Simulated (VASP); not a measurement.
Set up this calculation in VASP 6.6.1, as the native input.

* Task: single point
* Functional: LDA
* Potentials or basis: VASP PAW LDA potentials, release 64 (Cd, S)
* Cutoff: 520 eV
* k mesh: 10 × 10 × 6
* Occupations: fermi-dirac, width 0.1 eV
* Spin: no spin polarisation
* Dipole correction: no
* Further INCAR settings: ALGO = Normal; EDIFF = 1e-07; NBANDS = 22

The structure of Cd2S lies in POSCAR:

```
Cd2S
1.0
    3.2829970995      0.0000000000      0.0000000000
   -1.6414985497      2.8431588887      0.0000000000
    0.0000000000      0.0000000000      5.7476611154
Cd S
2 1
Direct
    0.6666666667      0.3333333333      0.6012154548
    0.3333333333      0.6666666667      0.9376496441
    0.3333333333      0.6666666667      0.3382919011
```

The input as run:

INCAR

```
SYSTEM = Cd2S
ALGO = Normal
EDIFF = 1E-7
ENCUT = 520
GGA = CA
ISIF = 2
ISMEAR = -1
LASPH = .True.
LCHARG = .False.
LREAL = .False.
LWAVE = .False.
NBANDS = 22
NELM = 60
PREC = Accurate
SIGMA = 0.1
```

KPOINTS

```
k-points
0
Gamma
  10 10 6
  0 0 0
```

Potentials or basis: VASP PAW LDA potentials, release 64 (Cd, S).

Run with:

```console
$ cat potpaw_LDA.64/Cd/POTCAR potpaw_LDA.64/S/POTCAR > POTCAR
$ mpirun -np 1 vasp_std > vasp.out
```

It gave:

```yaml
Pressure: 21.4 GPa
Largest_force: 0.056 eV/Å
Band_gap_on_the_k_mesh: zero (bands 15 and 16 overlap by 0.84 eV)
```

Caveat: the cell stands under pressure.

It took 26 s on 1 thread of Intel(R) Xeon(R) 6975P-C (Granite Rapids), with other jobs on the host, peak memory 0.2 GiB.
